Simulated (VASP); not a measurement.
Input of a VASP 6.6.1 run:

File INCAR:

```
SYSTEM = TiC
ALGO = Normal ; EDIFF = 1E-6
ENCUT = 600 ; GGA = PS
GGA_COMPAT = .FALSE. ; ISIF = 2
ISMEAR = 1 ; LASPH = .TRUE.
LCHARG = .FALSE. ; LREAL = .FALSE.
LWAVE = .FALSE. ; NBANDS = 78
NELM = 120 ; PREC = Accurate
SIGMA = 0.1
```

Contents of KPOINTS:

```
k-points
0
G
  4 4 4
  0 0 0
```

Contents of POSCAR:

```
TiC
1.0
    0.0000000000      4.3323432233      4.3323432233
    4.3323432233      0.0000000000      4.3323432233
    4.3323432233      4.3323432233      0.0000000000
Ti C
8 8
Direct
    0.0000000000      0.0000000000      0.0000000000
    0.0000000000      0.0000000000      0.5000000000
    0.0000000000      0.5000000000      0.0000000000
    0.0000000000      0.5000000000      0.5000000000
    0.5000000000      0.0000000000      0.0000000000
    0.5000000000      0.0000000000      0.5000000000
    0.5000000000      0.5000000000      0.0000000000
    0.5000000000      0.5000000000      0.5000000000
    0.2500000000      0.2500000000      0.2500000000
    0.2500000000      0.2500000000      0.7500000000
    0.2500000000      0.7500000000      0.2500000000
    0.2500000000      0.7500000000      0.7500000000
    0.7500000000      0.2500000000      0.2500000000
    0.7500000000      0.2500000000      0.7500000000
    0.7500000000      0.7500000000      0.2500000000
    0.7500000000      0.7500000000      0.7500000000
```

Potentials or basis: VASP PAW PBE potentials, release 64 (Ti_sv, C).

The run is started by

```bash
$ cat potpaw_PBE.64/Ti_sv/POTCAR potpaw_PBE.64/C/POTCAR > POTCAR
$ mpirun -np 1 vasp_std > vasp.out
```

Problem. Estimate the pressure.

Solution. -6.7 GPa.

Problem. Estimate the band gap on the k mesh.

Solution. Zero (bands 64 and 65 overlap by 0.39 eV).

Caveat: the cell stands under tension; the PAW data sets were made with another functional, which shifts forces and pressure a little.
